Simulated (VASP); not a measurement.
# TiAl3 (Pm-3m) in VASP: notebook

TiAl3 is run at these levels: r2SCAN; tasks: single point.

Program: VASP 6.6.1. These are calculated values, not measurements. Logs are shortened: lines on timing, memory, paths and dates and some standing lists are left out, and cuts for length are marked.

**1. The cell of the first run**

Symmetry: Pm-3m, No. 221, cubic system. Conventional cell: a = 3.956 Å, b = 3.956 Å, c = 3.956 Å, α = 90.00°, β = 90.00°, γ = 90.00°. Within 3.7 Å of Ti (site symmetry m-3m) lie 12 Al at 2.80 Å. Al (site symmetry 4/mmm) has 4 Ti at 2.80 Å and 8 Al at 2.80 Å within 3.7 Å.

**2. Single point, r2SCAN**

POSCAR

```
TiAl3
1.0
    3.9556712500      0.0000000000      0.0000000000
    0.0000000000      3.9556712500      0.0000000000
    0.0000000000      0.0000000000      3.9556712500
Ti Al
1 3
Direct
    0.0000000000      0.0000000000      0.0000000000
    0.0000000000      0.5000000000      0.5000000000
    0.5000000000      0.0000000000      0.5000000000
    0.5000000000      0.5000000000      0.0000000000
```

INCAR.step1

```
PREC     = Accurate       # precision mode
ENCUT    = 520            # plane-wave cutoff, eV
ISMEAR   = -1             # smearing method
SIGMA    = 0.05           # smearing width, eV
LREAL    = F              # projectors in reciprocal space
LASPH    = T              # aspherical terms in the spheres
NELM     = 100            # most SCF steps
NBANDS   = 18             # bands
GGA      = PE             # functional
ALGO     = Normal         # electronic algorithm
EDIFF    = 1E-4           # SCF threshold, eV
LWAVE    = T              # write WAVECAR
LCHARG   = F              # write CHGCAR
```

INCAR.step2

```
PREC     = Accurate       # precision mode
ENCUT    = 520            # plane-wave cutoff, eV
EDIFF    = 1E-6           # SCF threshold, eV
ISMEAR   = -1             # smearing method
SIGMA    = 0.05           # smearing width, eV
LREAL    = F              # projectors in reciprocal space
LASPH    = T              # aspherical terms in the spheres
NELM     = 100            # most SCF steps
ALGO     = Normal         # electronic algorithm
ISIF     = 2              # what is computed and relaxed
LWAVE    = F              # write WAVECAR
LCHARG   = T              # write CHGCAR
METAGGA  = R2SCAN         # meta-GGA
LMIXTAU  = T            
LELF     = T              # ELF
LVHAR    = T            
NBANDS   = 18             # bands
ISTART   = 1
```

KPOINTS

```
regular mesh
0
Gamma
  7 7 7
```

Potentials or basis: VASP PAW PBE potentials, release 64 (Ti_sv, Al).

Started as:

```console
cat potpaw_PBE.64/Ti_sv/POTCAR potpaw_PBE.64/Al/POTCAR > POTCAR
cp INCAR.step1 INCAR
mpirun -np 1 vasp_std > vasp.out
cp INCAR.step2 INCAR
mpirun -np 1 vasp_std > vasp.out
```

OUTCAR:

```text
PREC = Accurate
   ENCUT = 520
   EDIFF = 1E-6
   ISMEAR = -1
   LREAL = F
   LASPH = T
   NELM = 100
   ISIF = 2
   METAGGA = R2SCAN
   ISTART = 1

 ion  position               nearest neighbor table
   1  0.000  0.000  0.000-   2 2.80   3 2.80   4 2.80   2 2.80   3 2.80   2 2.80   4 2.80   2 2.80
                             3 2.80   4 2.80   3 2.80   4 2.80
   2  0.000  0.500  0.500-   1 2.80   3 2.80   4 2.80   1 2.80   4 2.80   1 2.80   3 2.80   1 2.80
                             3 2.80   4 2.80   4 2.80   3 2.80
   3  0.500  0.000  0.500-   1 2.80   2 2.80   4 2.80   1 2.80   4 2.80   2 2.80   4 2.80   4 2.80
                             1 2.80   2 2.80   1 2.80   2 2.80
   4  0.500  0.500  0.000-   1 2.80   2 2.80   3 2.80   2 2.80   3 2.80   1 2.80   3 2.80   3 2.80
                             1 2.80   2 2.80   2 2.80   1 2.80

  LATTYP: Found a simple cubic cell.
 ALAT       =     3.9556712500

  Lattice vectors:

 A1 = (   3.9556712500,   0.0000000000,   0.0000000000)
 A2 = (   0.0000000000,   3.9556712500,   0.0000000000)
 A3 = (   0.0000000000,   0.0000000000,   3.9556712500)

Analysis of symmetry for initial positions (statically):
=====================================================================
 Subroutine PRICEL returns:
 Original cell was already a primitive cell.

 Routine SETGRP: Setting up the symmetry group for a
 simple cubic supercell.

 Subroutine GETGRP returns: Found 48 space group operations
 (whereof 48 operations were pure point group operations)
 out of a pool of 48 trial point group operations.

The static configuration has the point symmetry O_h .

Analysis of symmetry for dynamics (positions and initial velocities):
=====================================================================
 Subroutine PRICEL returns:
 Original cell was already a primitive cell.

 Routine SETGRP: Setting up the symmetry group for a
 simple cubic supercell.

 Subroutine GETGRP returns: Found 48 space group operations
 (whereof 48 operations were pure point group operations)
 out of a pool of 48 trial point group operations.

The dynamic configuration has the point symmetry O_h .

 Subroutine INISYM returns: Found 48 space group operations
 (whereof 48 operations are pure point group operations),
 and found     1 'primitive' translations

----------------------------------------------------------------------------------------

                                     Primitive cell

  volume of cell :      61.8957

  direct lattice vectors                    reciprocal lattice vectors
     3.955671250  0.000000000  0.000000000     0.252801595  0.000000000  0.000000000
     0.000000000  3.955671250  0.000000000     0.000000000  0.252801595  0.000000000
     0.000000000  0.000000000  3.955671250     0.000000000  0.000000000  0.252801595

  length of vectors
     3.955671250  3.955671250  3.955671250     0.252801595  0.252801595  0.252801595

  position of ions in fractional coordinates (direct lattice)
     0.000000000  0.000000000  0.000000000
     0.000000000  0.500000000  0.500000000
     0.500000000  0.000000000  0.500000000
     0.500000000  0.500000000  0.000000000

  ion indices of the primitive-cell ions
   primitive index   ion index
                 1           1
                 2           2
                 3           3
                 4           4

----------------------------------------------------------------------------------------

 KPOINTS: regular mesh

Automatic generation of k-mesh.
 Grid dimensions read from file:
 generate k-points for:    7    7    7

 Generating k-lattice:

  Cartesian coordinates                     Fractional coordinates (reciprocal lattice)
     0.036114514  0.000000000  0.000000000     0.142857143  0.000000000  0.000000000
     0.000000000  0.036114514  0.000000000     0.000000000  0.142857143  0.000000000
     0.000000000  0.000000000  0.036114514     0.000000000  0.000000000  0.142857143

  Length of vectors
     0.036114514  0.036114514  0.036114514

  Shift w.r.t. Gamma in fractional coordinates (k-lattice)
     0.000000000  0.000000000  0.000000000

 Subroutine IBZKPT returns following result:
 ===========================================

 Found     20 irreducible k-points:

 Following reciprocal coordinates:
            Coordinates               Weight
  0.000000  0.000000  0.000000      1.000000
  0.142857  0.000000  0.000000      6.000000
  0.285714  0.000000  0.000000      6.000000
  0.428571  0.000000  0.000000      6.000000
  0.142857  0.142857  0.000000     12.000000
  0.285714  0.142857  0.000000     24.000000
[... 12 lines left out ...]
  0.428571  0.428571  0.285714     24.000000
  0.428571  0.428571  0.428571      8.000000
   k-points           NKPTS =     20   k-points in BZ     NKDIM =     20   number of bands    NBANDS=     18
   number of dos      NEDOS =    301   number of ions     NIONS =      4
   total plane-waves  NPLWV =  27000
   dimension x,y,z NGX =    30 NGY =   30 NGZ =   30
   dimension x,y,z NGXF=    60 NGYF=   60 NGZF=   60
   ions per type =               1   3
   NGX,Y,Z   is equivalent  to a cutoff of  12.61, 12.61, 12.61 a.u.
   NGXF,Y,Z  is equivalent  to a cutoff of  25.22, 25.22, 25.22 a.u.
 SYSTEM =  unknown system
   PREC   = accura    normal or accurate (medium, high low for compatibility)
   ISTART =      1    job   : 0-new  1-cont  2-samecut
   ICHARG =      0    charge: 1-file 2-atom 10-const
   ISPIN  =      1    spin polarized calculation?
   LNONCOLLINEAR =      F non collinear calculations
   LSORBIT =      F    spin-orbit coupling
   LASPH  =      T    aspherical Exc in radial PAW
   ENCUT  =  520.0 eV  38.22 Ry    6.18 a.u.   7.35  7.35  7.35*2*pi/ulx,y,z
   NELM   =    100;   NELMIN=  2; NELMDL=  0     # of ELM steps
   EDIFF  = 0.1E-05   stopping-criterion for ELM
   LREAL  =      F    real-space projection
[... 7 lines left out ...]
   TEBEG  =    0.0;   TEEND  =   0.0 temperature during run
   PSTRESS=    0.0 pullay stress
   NELECT =      21.0000    total number of electrons
   NUPDOWN=      -1.0000    fix difference up-down
   EMIN   =  10.00;   EMAX   =-10.00  energy-range for DOS
   EFERMI =   0.00;   METHOD = LEGACY
   ISMEAR =    -1;   SIGMA  =   0.05  broadening in eV -4-tet -1-fermi 0-gaus
   EFERMI_NEDOS =   21; number of points for ismear=-14 and -15
   IALGO  =     38    algorithm
   IMIX   =      4    mixing-type and parameters
     AMIX     =   0.40;   BMIX     =  1.00
     AMIX_MAG =   1.60;   BMIX_MAG =  1.00
  volume/ion in A,a.u.               =      15.47       104.42
  Fermi-wavevector in a.u.,A,eV,Ry     =   1.141811  2.157711 17.738371  1.303733
  Thomas-Fermi vector in A             =   2.278511
   LORBIT       =      0    0 simple, 1 ext, 2 COOP (PROOUT), +10 PAW based schemes
   METAGGA = R2SCAN    functional components
   LHFCALC =     F    Hartree Fock is set to
   AEXX    =    0.0000 exact exchange contribution
   IVDW    =     0    specifies the selected vdW correction
   LEPSILON=     F    determine dielectric tensor
   LRPA    =     F    only Hartree local field effects (RPA)
 non-spin polarized calculation
  energy-cutoff  :      520.00
  volume of cell :       61.90
 maximum number of plane-waves:      1743
 NGX is ok and might be reduce to    30
   NGX = 15   NGY = 15   NGZ = 15

 number of electron      20.9999997 magnetization

 Free energy of the ion-electron system (eV)
  ---------------------------------------------------
  ext. energy  EPLUGINS =         0.00000000
  ---------------------------------------------------
  free energy    TOTEN  =       -34.83027030 eV

  energy without entropy =      -34.81007832  energy(sigma->0) =      -34.82017431

 E-fermi :   9.2353     XC(G=0): -11.5908

 val. band max:        9.0847767814   @ k =   0.1429   0.1429   0.0000
 cond. band min:       9.2513334369   @ k =   0.4286   0.2857   0.1429
 fundamental gap:      0.1665566555
 Fermi energy:         9.2353144343

 k-point     1 :       0.0000    0.0000    0.0000
  band No.  band energies     occupation
      1     -50.1638      2.00000
      2     -25.4305      2.00000
      3     -25.4305      2.00000
      4     -25.4305      2.00000
      5      -2.3276      2.00000
      6       5.9587      2.00000
[... 10 lines left out ...]
     17      15.2031      0.00000
     18      15.2031      0.00000

 k-point     2 :       0.1429    0.0000    0.0000
  band No.  band energies     occupation
      1     -50.1636      2.00000
      2     -25.4346      2.00000
      3     -25.4302      2.00000
      4     -25.4301      2.00000
      5      -2.1185      2.00000
      6       4.5529      2.00000
[... 10 lines left out ...]
     17      14.7970      0.00000
     18      14.7970      0.00000

 k-point     3 :       0.2857    0.0000    0.0000
  band No.  band energies     occupation
      1     -50.1632      2.00000
      2     -25.4440      2.00000
      3     -25.4295      2.00000
      4     -25.4295      2.00000
      5      -1.5035      2.00000
      6       2.6983      2.00000
[... 10 lines left out ...]
     17      13.5577      0.00000
     18      15.2263      0.00000

 k-point     4 :       0.4286    0.0000    0.0000
  band No.  band energies     occupation
      1     -50.1629      2.00000
      2     -25.4515      2.00000
      3     -25.4289      2.00000
      4     -25.4289      2.00000
      5      -0.5562      2.00000
      6       1.0857      2.00000
[... 291 lines left out ...]
      4     -25.4401      2.00000
      5       0.8855      2.00000
      6       2.5580      2.00000
[... 10 lines left out ...]
     17      13.7546      0.00000
     18      16.1584      0.00000

 k-point    19 :       0.4286    0.4286    0.2857
  band No.  band energies     occupation
      1     -50.1616      2.00000
      2     -25.4472      2.00000
      3     -25.4471      2.00000
      4     -25.4395      2.00000
      5       1.6816      2.00000
      6       3.2349      2.00000
[... 10 lines left out ...]
     17      12.6857      0.00000
     18      17.1888      0.00000

 k-point    20 :       0.4286    0.4286    0.4286
  band No.  band energies     occupation
      1     -50.1613      2.00000
      2     -25.4464      2.00000
      3     -25.4462      2.00000
      4     -25.4462      2.00000
      5       2.5079      2.00000
      6       3.7367      2.00000
[... 10 lines left out ...]
     17      12.2486      0.00000
     18      19.6688      0.00000

------------------------ aborting loop because EDIFF is reached ----------------------------------------

  FORCE on cell =-STRESS in cart. coord.  units (eV):
  Direction    XX          YY          ZZ          XY          YZ          ZX
  --------------------------------------------------------------------------------------
  -------------------------------------------------------------------------------------
  Total       -0.0268542     -0.0268542     -0.0268542     -0.0000000      0.0000000     -0.0000000
  in kB       -0.6951244     -0.6951244     -0.6951244     -0.0000000      0.0000000     -0.0000000
  external PRESSURE =      -0.6951244 kB  Pullay stress =       0.0000000 kB

 VOLUME and BASIS-vectors are now :
 -----------------------------------------------------------------------------
  energy-cutoff  :      520.00
  volume of cell :       61.90
      direct lattice vectors                 reciprocal lattice vectors
     3.955671250  0.000000000  0.000000000     0.252801595  0.000000000  0.000000000
     0.000000000  3.955671250  0.000000000     0.000000000  0.252801595  0.000000000
     0.000000000  0.000000000  3.955671250     0.000000000  0.000000000  0.252801595

 POSITION                                       TOTAL-FORCE (eV/Angst)
 -----------------------------------------------------------------------------------
      0.00000      0.00000      0.00000         0.000000      0.000000      0.000000
      0.00000      1.97784      1.97784         0.000000      0.000000      0.000000
      1.97784      0.00000      1.97784         0.000000      0.000000      0.000000
      1.97784      1.97784      0.00000         0.000000      0.000000      0.000000
 -----------------------------------------------------------------------------------
    total drift:                                0.000000     -0.000000      0.000000

  FREE ENERGIE OF THE ION-ELECTRON SYSTEM (eV)
  ---------------------------------------------------
  free  energy   TOTEN  =       -34.8302702970 eV

  energy  without entropy=      -34.8100783240  energy(sigma->0) =      -34.82017431
```

Wall time 69 s (1 thread of Intel Xeon 6975P-C, shared host); peak memory 0.18 GiB.

Results:

```
Free energy : -34.8303 eV
Pressure    : -0.1 GPa
```

Caveat: the PAW data sets were made with another functional, which shifts forces and pressure a little.

**3. Single point, r2SCAN**

This run uses another cell than the first one, of 15.78 Å³/atom, 1.020 times its volume.

POSCAR

```
TiAl3
1.0
    3.9818685118      0.0000000000      0.0000000000
    0.0000000000      3.9818685118      0.0000000000
    0.0000000000      0.0000000000      3.9818685118
Ti Al
1 3
Direct
    0.0000000000      0.0000000000      0.0000000000
    0.0000000000      0.5000000000      0.5000000000
    0.5000000000      0.0000000000      0.5000000000
    0.5000000000      0.5000000000      0.0000000000
```

INCAR.step1

```
SYSTEM = TiAl3
  ALGO = Normal
  EDIFF = 1E-4
  ENCUT = 520
  GGA = PE
  ISMEAR = -1
  LASPH = .TRUE.
  LCHARG = .FALSE.
  LREAL = .FALSE.
  LWAVE = .TRUE.
  NBANDS = 18
  NELM = 60
  PREC = Accurate
  SIGMA = 0.05
```

INCAR.step2

```
SYSTEM = TiAl3
  ALGO = Normal
  EDIFF = 1E-6
  ENCUT = 520
  ISIF = 2
  ISMEAR = -1
  ISTART = 1
  LASPH = .TRUE.
  LCHARG = .FALSE.
  LMIXTAU = .TRUE.
  LREAL = .FALSE.
  LWAVE = .FALSE.
  METAGGA = R2SCAN
  NBANDS = 18
  NELM = 60
  PREC = Accurate
  SIGMA = 0.05
```

KPOINTS

```
k-points
0
G
  7 7 7
  0 0 0
```

Potentials or basis: VASP PAW PBE potentials, release 64 (Ti_sv, Al).

Started as:

```console
cat potpaw_PBE.64/Ti_sv/POTCAR potpaw_PBE.64/Al/POTCAR > POTCAR
cp INCAR.step1 INCAR
mpirun -np 1 vasp_std > vasp.out
cp INCAR.step2 INCAR
mpirun -np 1 vasp_std > vasp.out
```

It took 62 s on 1 thread of Intel Xeon 6975P-C, shared host; peak memory 0.18 GiB.

The run converged. Its results:

* Free energy: -34.8212 eV
* Pressure: -2.3 GPa

Levels at points of the mesh, in eV from the Fermi level:
```tsv
k point	band 8	band 9	band 10	band 11	band 12	band 13
(0.00, 0.00, 0.00)	-2.44	-2.44	-2.44	0.07	0.07	0.07
```

Caveat: the PAW data sets were made with another functional, which shifts forces and pressure a little.
